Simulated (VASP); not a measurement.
Here is a VASP 6.6.1 calculation.

INCAR

```
PREC = Accurate
ENCUT = 500
EDIFF = 1E-6
ISMEAR = -1
SIGMA = 0.01
LREAL = False
LASPH = True
NELM = 200
ALGO = Normal
ISIF = 2
LWAVE = False
LCHARG = True
LNONCOLLINEAR = True
MAGMOM = 0 0 0 0 0 0
LORBIT = 11
LSORBIT = True
GGA_COMPAT = False
LORBMOM = True
LMAXMIX = 4
GGA = PS
LVHAR = True
NBANDS = 30
```

KPOINTS

```
regular mesh
0
Gamma
  6 6 6
```

File POSCAR:

```
AgBr
1.0
    0.0000000000      2.8376895004      2.8376895004
    2.8376895004      0.0000000000      2.8376895004
    2.8376895004      2.8376895004      0.0000000000
Ag Br
1 1
Direct
    0.0000000000      0.0000000000      0.0000000000
    0.5000000000      0.5000000000      0.5000000000
```

Potentials or basis: VASP PAW PBE potentials, release 64 (Ag, Br).

Launch:

```bash
$ cat potpaw_PBE.64/Ag/POTCAR potpaw_PBE.64/Br/POTCAR > POTCAR
$ mpirun -np 1 vasp_ncl > vasp.out
```

(1) Predict the net moment.

(2) What does it give for the pressure?

## Answers

(1) 0.00 μB per cell.

(2) 0.0 GPa.

Caveat: the PAW data sets were made with another functional, which shifts forces and pressure a little.
